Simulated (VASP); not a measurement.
Crystal: Al.

```
CELL_PARAMETERS angstrom
2.72176 0.00000 0.00000
0.00000 2.72176 0.00000
0.00000 0.00000 2.72176
ATOMIC_POSITIONS crystal
Al 0.00000 0.00000 0.00000
```

```yaml
Program: VASP 6.6.1
Task: relaxation of cell and atoms
Functional: HF
Potentials_or_basis: VASP PAW PBE potentials, release 64 (Al)
Cutoff: 600 eV
k_mesh: 5 × 5 × 5
Occupations: fermi-dirac, width 0.05 eV
Spin: no spin polarisation
```

At the start: pressure 10.0 GPa; volume 20.16 Å³/atom.

Question: Where does the relaxation end?

Answer: Over 6 steps the energy falls by 198.4 meV/atom and the volume is 29.08 Å³/atom (+44.2 %); space group Pm-3m (No. 221, to 0.05 Å).

Step by step:
| step | energy change (eV) | largest force (eV/Å) | pressure (GPa) | volume (Å³) |
| --- | --- | --- | --- | --- |
| 1 | 0.0000 | 0.0000 | 10.02 | 20.16 |
| 2 | -0.1421 | 0.0000 | 2.72 | 24.07 |
| 3 | -0.1640 | 0.0000 | 0.86 | 26.11 |
| 4 | -0.1539 | 0.0000 | -1.28 | 30.53 |
| 5 | -0.1955 | 0.0000 | 0.70 | 27.67 |
| 6 | -0.1984 | 0.0000 | -0.03 | 29.08 |

Final structure:
```yaml
crystal:
  lattice:
    - [3.07499, 0.00000, 0.00000]
    - [0.00000, 3.07499, 0.00000]
    - [0.00000, 0.00000, 3.07499]
  atoms:
    - { symbol: Al, position: [0.00000, 0.00000, 0.00000] }
```

Caveat: the k points lie up to 0.41 Å⁻¹ apart in the final cell; the volume moved by over 15 % at a fixed basis, so the end points are rough; the PAW data sets were made with another functional, which shifts forces and pressure a little.
